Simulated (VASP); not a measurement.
# CuI (F-43m) in VASP: notebook, part 2 of 2

VASP 6.6.1. The steps go on from the part before.

## (3) Single point, PBEsol

This run uses another cell than the first one, of 21.73 Å³/atom.

Input file INCAR:

```
SYSTEM = CuI
PREC     = Accurate       ! precision mode
ENCUT    = 520            ! plane-wave cutoff, eV
EDIFF    = 1E-7           ! SCF threshold, eV
ISMEAR   = 0              ! smearing method
SIGMA    = 0.01           ! smearing width, eV
LREAL    = .FALSE.        ! projectors in reciprocal space
LASPH    = .TRUE.         ! aspherical terms in the spheres
NELM     = 80             ! most SCF steps
ALGO     = Normal         ! electronic algorithm
ISIF     = 2              ! what is computed and relaxed
LWAVE    = .FALSE.        ! write WAVECAR
LCHARG   = .FALSE.        ! write CHGCAR
GGA      = PS             ! functional
NBANDS   = 16             ! bands
```

Input file KPOINTS:

```
regular mesh
0
G
  6 6 6
  0 0 0
```

Input file POSCAR:

```
CuI
1.0
    0.0000000000      2.7905733616      2.7905733616
    2.7905733616      0.0000000000      2.7905733616
    2.7905733616      2.7905733616      0.0000000000
Cu I
1 1
Direct
    0.7500000000      0.7500000000      0.7500000000
    0.0000000000      0.0000000000      0.0000000000
```

Potentials or basis: VASP PAW PBE potentials, release 64 (Cu, I).

The run is started by

```sh
$ cat potpaw_PBE.64/Cu/POTCAR potpaw_PBE.64/I/POTCAR > POTCAR
$ mpirun -np 1 vasp_std > vasp.out
```

OUTCAR:

```text
SYSTEM = CuI
   PREC = Accurate
   ENCUT = 520
   EDIFF = 1E-7
   ISMEAR = 0
   LREAL = .FALSE.
   LASPH = .TRUE.
   NELM = 80
   ISIF = 2
   GGA = PS

 ion  position               nearest neighbor table
   1  0.750  0.750  0.750-   2 2.42   2 2.42   2 2.42   2 2.42
   2  0.000  0.000  0.000-   1 2.42   1 2.42   1 2.42   1 2.42

  LATTYP: Found a face centered cubic cell.
 ALAT       =     5.5811467232

  Lattice vectors:

 A1 = (   0.0000000000,   2.7905733616,   2.7905733616)
 A2 = (   2.7905733616,   0.0000000000,   2.7905733616)
 A3 = (   2.7905733616,   2.7905733616,   0.0000000000)

Analysis of symmetry for initial positions (statically):
=====================================================================
 Subroutine PRICEL returns:
 Original cell was already a primitive cell.

 Routine SETGRP: Setting up the symmetry group for a
 face centered cubic supercell.

 Subroutine GETGRP returns: Found 24 space group operations
 (whereof 24 operations were pure point group operations)
 out of a pool of 48 trial point group operations.

The static configuration has the point symmetry T_d .

Analysis of symmetry for dynamics (positions and initial velocities):
=====================================================================
 Subroutine PRICEL returns:
 Original cell was already a primitive cell.

 Routine SETGRP: Setting up the symmetry group for a
 face centered cubic supercell.

 Subroutine GETGRP returns: Found 24 space group operations
 (whereof 24 operations were pure point group operations)
 out of a pool of 48 trial point group operations.

The dynamic configuration has the point symmetry T_d .

 Subroutine INISYM returns: Found 24 space group operations
 (whereof 24 operations are pure point group operations),
 and found     1 'primitive' translations

[... 100 lines left out ...]
   ISMEAR =     0;   SIGMA  =   0.01  broadening in eV -4-tet -1-fermi 0-gaus
   EFERMI_NEDOS =   21; number of points for ismear=-14 and -15
   IALGO  =     38    algorithm
   IMIX   =      4    mixing-type and parameters
     AMIX     =   0.40;   BMIX     =  1.00
     AMIX_MAG =   1.60;   BMIX_MAG =  1.00
  volume/ion in A,a.u.               =      21.73       146.65
  Fermi-wavevector in a.u.,A,eV,Ry     =   1.220288  2.306009 20.260463  1.489102
  Thomas-Fermi vector in A             =   2.355510
   LORBIT       =      0    0 simple, 1 ext, 2 COOP (PROOUT), +10 PAW based schemes
   GGA     = PS    functional components
   LHFCALC =     F    Hartree Fock is set to
   AEXX    =    0.0000 exact exchange contribution
   IVDW    =     0    specifies the selected vdW correction
   LEPSILON=     F    determine dielectric tensor
   LRPA    =     F    only Hartree local field effects (RPA)
 non-spin polarized calculation
 Gauss-broadening in eV      SIGMA  =   0.01
  energy-cutoff  :      520.00
  volume of cell :       43.46
 maximum number of plane-waves:      1211
 NGX is ok and might be reduce to    30
   NGX = 15   NGY = 15   NGZ = 15

 number of electron      17.9999997 magnetization

 Free energy of the ion-electron system (eV)
  ---------------------------------------------------
  ext. energy  EPLUGINS =         0.00000000
  ---------------------------------------------------
  free energy    TOTEN  =        -5.96262481 eV

  energy without entropy =       -5.96262481  energy(sigma->0) =       -5.96262481

 E-fermi :   7.4580     XC(G=0): -10.3209

 val. band max:        7.3842151643   @ k =   0.0000   0.0000   0.0000
 cond. band min:       9.1943612046   @ k =   0.0000   0.0000   0.0000
 fundamental gap:      1.8101460403
 Fermi energy:         7.4580325203

 k-point     1 :       0.0000    0.0000    0.0000
  band No.  band energies     occupation
      1      -8.2490      2.00000
      2       2.3529      2.00000
      3       2.3529      2.00000
      4       2.3529      2.00000
      5       4.2083      2.00000
      6       4.2083      2.00000
[... 281 lines left out ...]
      3       1.6747      2.00000
      4       2.3495      2.00000
      5       4.0537      2.00000
      6       4.1504      2.00000
[... 8 lines left out ...]
     15      20.0064      0.00000
     16      20.5089      0.00000

------------------------ aborting loop because EDIFF is reached ----------------------------------------

  FORCE on cell =-STRESS in cart. coord.  units (eV):
  Direction    XX          YY          ZZ          XY          YZ          ZX
  --------------------------------------------------------------------------------------
  -------------------------------------------------------------------------------------
  Total        4.1071376      4.1071376      4.1071376      0.0000000     -0.0000000      0.0000000
  in kB      151.4047510    151.4047510    151.4047510      0.0000000     -0.0000000      0.0000000
  external PRESSURE =     151.4047510 kB  Pullay stress =       0.0000000 kB

 VOLUME and BASIS-vectors are now :
 -----------------------------------------------------------------------------
  energy-cutoff  :      520.00
  volume of cell :       43.46
      direct lattice vectors                 reciprocal lattice vectors
     0.000000000  2.790573362  2.790573362    -0.179174648  0.179174648  0.179174648
     2.790573362  0.000000000  2.790573362     0.179174648 -0.179174648  0.179174648
     2.790573362  2.790573362  0.000000000     0.179174648  0.179174648 -0.179174648

 POSITION                                       TOTAL-FORCE (eV/Angst)
 -----------------------------------------------------------------------------------
      4.18586      4.18586      4.18586         0.000000      0.000000      0.000000
      0.00000      0.00000      0.00000        -0.000000     -0.000000     -0.000000
 -----------------------------------------------------------------------------------
    total drift:                               -0.000000     -0.000000     -0.000000

  FREE ENERGIE OF THE ION-ELECTRON SYSTEM (eV)
  ---------------------------------------------------
  free  energy   TOTEN  =        -5.9626248098 eV

  energy  without entropy=       -5.9626248098  energy(sigma->0) =       -5.96262481
```

stdout:

```text
POSCAR found type information on POSCAR CuI
 POSCAR found :  2 types and       2 ions
 scaLAPACK will be used
 -----------------------------------------------------------------------------
|                                                                             |
|                                                                             |
|     You enforced a specific xc type in the INCAR file but a different       |
|     I HOPE YOU KNOW WHAT YOU ARE DOING!                                     |
|                                                                             |
 -----------------------------------------------------------------------------

 LDA part: xc-table for (Slater+PW92), standard interpolation
 POSCAR, INCAR and KPOINTS ok, starting setup
 FFT: planning ... GRIDC
 FFT: planning ... GRID_SOFT
 FFT: planning ... GRID
 WAVECAR not read
 entering main loop
```

Wall time 39 s (1 thread of Intel Xeon 8259CL, shared host); peak memory 0.17 GiB.

Results:

```
Free energy            : -5.9626 eV
Pressure               : 15.1 GPa
Band gap on the k mesh : 1.81 eV
```

Levels at points of the mesh, in eV from the valence-band top:
| k point | band 6 | band 7 | band 8 | band 9 | band 10 | band 11 | band 12 | band 13 |
| --- | --- | --- | --- | --- | --- | --- | --- | --- |
| (0.00, 0.00, 0.00) | -3.18 | 0.00 | 0.00 | 0.00 | 1.81 | 4.48 | 4.48 | 4.48 |
| (0.50, 0.00, 0.00) | -3.14 | -3.07 | -1.20 | -1.20 | 2.27 | 5.11 | 5.11 | 7.31 |
| (0.50, 0.50, 0.00) | -3.06 | -3.04 | -2.61 | -2.61 | 2.03 | 2.53 | 11.06 | 11.06 |

Caveat: the cell stands under pressure; the PAW data sets were made with another functional, which shifts forces and pressure a little; spin-orbit coupling is left out, which moves the levels of the heavy elements. A k mesh can miss the band edges.
